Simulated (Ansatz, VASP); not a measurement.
# One calculation of SbSe3N, two programs

The input INCAR:

```
SYSTEM = SbSe3N
  ALGO = Normal
  EDIFF = 1E-6
  ENCUT = 520
  GGA = PE
  ISIF = 2
  ISMEAR = 0
  LASPH = .True.
  LCHARG = .True.
  LELF = .True.
  LREAL = .False.
  LVHAR = .True.
  LWAVE = .False.
  NBANDS = 22
  NELM = 60
  PREC = Accurate
  SIGMA = 0.1
```

Contents of KPOINTS:

```
k-points
0
Gamma
  4 4 4
  0 0 0
```

File POSCAR:

```
SbSe3N
1.0
    4.5476598400      0.0000000000      0.0000000000
    0.0000000000      4.5476598400      0.0000000000
    0.0000000000      0.0000000000      5.7544029000
Sb Se N
1 3 1
Direct
    0.0000000000      0.0000000000      0.0000000000
    0.5000000000      0.5000000000      0.1059000000
    0.0000000000      0.5000000000      0.5000000000
    0.5000000000      0.0000000000      0.5000000000
    0.5000000000      0.5000000000      0.6620000000
```

Input for Ansatz:

```yaml
crystal:
  lattice:
    - [4.54765984, 0.0, 0.0]
    - [0.0, 4.54765984, 0.0]
    - [0.0, 0.0, 5.7544029]
  atoms:
    - { symbol: Sb, position: [0.0, 0.0, 0.0] }
    - { symbol: Se, position: [0.5, 0.5, 0.1059] }
    - { symbol: Se, position: [0.0, 0.5, 0.5] }
    - { symbol: Se, position: [0.5, 0.0, 0.5] }
    - { symbol: "N", position: [0.5, 0.5, 0.662] }
basis:
  ecutwfc: 420
kpoints:
  mp_grid: { grid: [4, 4, 4] }
hamiltonian:
  xc: pbe
scf:
  occupations: { method: gaussian, width: 0.1 }
  lower_state_search: "off"
output:
  forces: true
  stress: true
  eigenvalues: true
```

Change from the starting cell: species swapped into the NdBPt3 type (P4mm, No. 99).

Alike in both runs: task single point; functional PBE; k mesh 4 × 4 × 4; occupations gaussian, width 0.1 eV; no spin polarisation.

```csv
,VASP,Ansatz
version,VASP 6.6.1,Ansatz 0.2.0
potentials or method,"VASP PAW PBE potentials, release 64 (Sb, Se, N), cutoff 520 eV","scalar-relativistic, plane waves, PAW"
valence electrons in the cell,28,68
```

Ansatz gave:

* gap on the k mesh at the Fermi level (eV): none
* pressure (GPa): -9.9
* traceless stress, the component that is largest in VASP (GPa): 2.45
* rms of the force components (eV/Å): 0.658

Task: Estimate VASP's values.

Result: gap on the k mesh at the Fermi level (eV): none; pressure (GPa): -9.9; traceless stress, the component that is largest in VASP (GPa): 2.47; rms of the force components (eV/Å): 0.658.

Atom by atom the forces differ by 0.001 eV/Å (rms over components). A gap of «none» marks a metal or a gap that the smearing closes. With one functional, cell and mesh, what is left measures potentials, basis and numerics. VASP's potentials hold 28 valence electrons a cell and Ansatz's 68, so a difference there can come from the potentials and not from the codes.

Spin-orbit coupling is off throughout.
